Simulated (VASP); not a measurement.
MoSe2: single point with LDA

The system is MoSe2.

```xyz
6
Lattice="3.2637 0.0000 0.0000 -1.6318 2.8264 0.0000 0.0000 0.0000 13.0930" Properties=species:S:1:pos:R:3 pbc="T T T"
Mo    0.0000    1.8843    3.2733
Mo    1.6318    0.9421    9.8198
Se    0.0000    1.8843    8.1657
Se    1.6318    0.9421    1.6192
Se    0.0000    1.8843   11.4738
Se    1.6318    0.9421    4.9273
```

```
Program                : VASP 6.6.1
Task                   : single point
Functional             : LDA
Potentials or basis    : VASP PAW LDA potentials, release 64 (Mo_sv, Se)
Cutoff                 : 500 eV
k mesh                 : 8 × 8 × 2
Occupations            : gaussian, width 0.05 eV
Spin                   : collinear spin
Starting moments       : [0.05, 0.05, 0.0, 0.0, 0.0, 0.0] μB
Dipole correction      : no
Further INCAR settings : ALGO = Normal; EDIFF = 1e-06; NBANDS = 39
```

```json
{"Pressure": "-0.7 GPa", "Largest force": "0.078 eV/Å", "Band gap on the k mesh": "0.96 eV (least direct gap 1.71 eV)", "Net moment": "0.00 μB per cell", "Valence electrons inside the program's atomic spheres": "Mo 12.48; Se 3.89"}
```

Forces on the atoms (eV/Å):
```
Mo   0.000  0.000  0.000
Mo   0.000  0.000  0.000
Se   0.000  0.000 -0.078
Se   0.000  0.000 -0.078
Se   0.000  0.000  0.078
Se   0.000  0.000  0.078
```

Stress tensor (GPa, compression positive):
```
-0.85  0.00  0.00
 0.00 -0.85  0.00
 0.00  0.00 -0.45
```

Levels at points of the mesh, in eV from the valence-band top:
Spin up:
```tsv
k point	band 23	band 24	band 25	band 26	band 27	band 28	band 29	band 30
(0.00, 0.00, 0.00)	-1.48	-1.12	-0.90	0.00	2.62	2.62	2.67	2.67
(0.50, 0.00, 0.00)	-1.14	-1.07	-1.06	-0.85	1.65	1.68	1.91	2.24
(0.00, 0.00, 0.50)	-1.50	-1.50	-0.21	-0.21	2.63	2.63	2.63	2.63
(0.50, 0.00, 0.50)	-1.09	-1.09	-0.96	-0.96	1.66	1.66	2.09	2.09
```
Spin down:
```csv
k point,band 22,band 23,band 24,band 25,band 26,band 27,band 28,band 29,band 30,band 31
"(0.00, 0.00, 0.00)",-1.48,-1.48,-1.12,-0.90,0.00,2.62,2.62,2.67,2.67,2.84
"(0.50, 0.00, 0.00)",-2.19,-1.14,-1.07,-1.06,-0.85,1.65,1.68,1.91,2.24,2.79
"(0.00, 0.00, 0.50)",-1.50,-1.50,-1.50,-0.21,-0.21,2.63,2.63,2.63,2.63,2.93
"(0.50, 0.00, 0.50)",-2.32,-1.09,-1.09,-0.96,-0.96,1.66,1.66,2.09,2.09,3.23
```

Wall time 3.7 min on 1 thread of Oxide Virtual Turin-like Processor, on a shared host, peak memory 0.23 GiB.

A k mesh can miss the band edges. A hybrid or GW would open this gap; LDA tends to underestimate it.
